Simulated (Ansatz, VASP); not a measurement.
**AgRh in VASP and in Ansatz**

Contents of INCAR:

```
PREC = Accurate
ENCUT = 520
EDIFF = 1E-6
ISMEAR = -1
SIGMA = 0.05
LREAL = False
LASPH = True
NELM = 100
ALGO = Normal
ISIF = 2
LWAVE = False
LCHARG = False
GGA = CA
NBANDS = 20
```

File KPOINTS:

```
Automatic mesh
0
Gamma
  11 11 6
```

Contents of POSCAR:

```
AgRh
1.0
    2.7208868163      0.0000000000      0.0000000000
   -1.3604434081      2.3563571037      0.0000000000
    0.0000000000      0.0000000000      4.7104397215
Ag Rh
1 1
Direct
    0.0000000000      0.0000000000      0.5000000000
    0.6666666667      0.3333333333      0.0000000000
```

input.yaml

```yaml
crystal:
  lattice:
    - [2.7208868163, 0.0, 0.0]
    - [-1.3604434081, 2.3563571037, 0.0]
    - [0.0, 0.0, 4.7104397215]
  atoms:
    - { symbol: Ag, position: [0.0, 0.0, 0.5] }
    - { symbol: Rh, position: [0.6666666667, 0.3333333333, 0.0] }
kpoints:
  mp_grid: { grid: [11, 11, 6] }
scf:
  occupations: { method: fermi_dirac, width: 0.05 }
hamiltonian:
  xc: lda
  pseudopotentials: { kind: all_electron, lapw: { basis_error: 0.001 } }
output:
  forces: true
  stress: true
  eigenvalues: true
```

Change from the starting cell: volume scaled by 0.94.

Alike in both runs: task single point; functional LDA; k mesh 11 × 11 × 6; occupations fermi-dirac, width 0.05 eV; no spin polarisation.

```csv
,VASP,Ansatz
version,VASP 6.6.1,Ansatz 0.2.0
potentials or method,"VASP PAW LDA potentials, release 64 (Ag, Rh_pv), cutoff 520 eV","all-electron LAPW, scalar-relativistic"
```

|  | VASP | Ansatz | Ansatz less VASP |
| --- | --- | --- | --- |
| gap on the k mesh at the Fermi level (eV) | none | none | - |
| pressure (GPa) | -6.1 | -6.4 | -0.34 |
| traceless stress, the component that is largest in VASP (GPa) | -0.88 | -0.85 | +0.031 |

LDA's correlation is that of Perdew and Zunger in VASP and of Perdew and Wang (1992) in Ansatz. A gap of «none» marks a metal or a gap that the smearing closes. Ansatz ran all-electron here, and VASP with PAW potentials.
